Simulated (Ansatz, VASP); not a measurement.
**BN in VASP and in Ansatz**

INCAR

```
PREC = Accurate
ENCUT = 520
EDIFF = 1E-6
ISMEAR = 0
SIGMA = 0.01
LREAL = F
LASPH = T
NELM = 80
ALGO = Normal
ISIF = 2
LWAVE = F
LCHARG = F
GGA = CA
NBANDS = 11
```

KPOINTS

```
Automatic mesh
0
Gamma
  7 7 7
```

The input POSCAR:

```
BN
1.0
   -0.0424200000      3.4826200000      2.1207200000
    1.2436800000     -0.0310500000      2.1463000000
    1.1872800000      3.4782800000     -0.0175100000
B N
1 1
Direct
    0.9566500000      0.0673400000      0.9967200000
    0.6654800000      0.6868600000      0.3103800000
```

Input for Ansatz:

```yaml
crystal:
  lattice:
    - [-0.04242, 3.48262, 2.12072]
    - [1.24368, -0.03105, 2.1463]
    - [1.18728, 3.47828, -0.01751]
  atoms:
    - { symbol: B, position: [0.95665, 0.06734, 0.99672] }
    - { symbol: "N", position: [0.66548, 0.68686, 0.31038] }
kpoints:
  mp_grid:
    grid: [7, 7, 7]
hamiltonian:
  xc: lda
  pseudopotentials:
    kind: paw
    source: ansatz
scf:
  convergence:
    dr2_threshold: 1.0e-07
  mixing:
    algorithm: msr1
    beta: 0.1
  occupations:
    method: fixed
output:
  write_density: true
  volumetric_format: npy
  elf: true
```

Alike in both runs: task single point; functional LDA; k mesh 7 × 7 × 7; no spin polarisation.

|  | VASP | Ansatz |
| --- | --- | --- |
| version | VASP 6.6.1 | Ansatz 0.2.0 |
| potentials or method | VASP PAW LDA potentials, release 64 (B, N) | plane waves, PAW |
| plane-wave cutoff (eV) | 520 | 870 |
| occupations | gaussian, width 0.01 eV | fixed |
| valence electrons in the cell | 8 | 8 |

```tsv
	VASP	Ansatz	Ansatz less VASP
gap on the k mesh at the Fermi level (eV)	4.03	4.04	+0.010
```

LDA's correlation is that of Perdew and Zunger in VASP and of Perdew and Wang (1992) in Ansatz.

The k mesh is coarse, so the values compare programs but aren't converged.
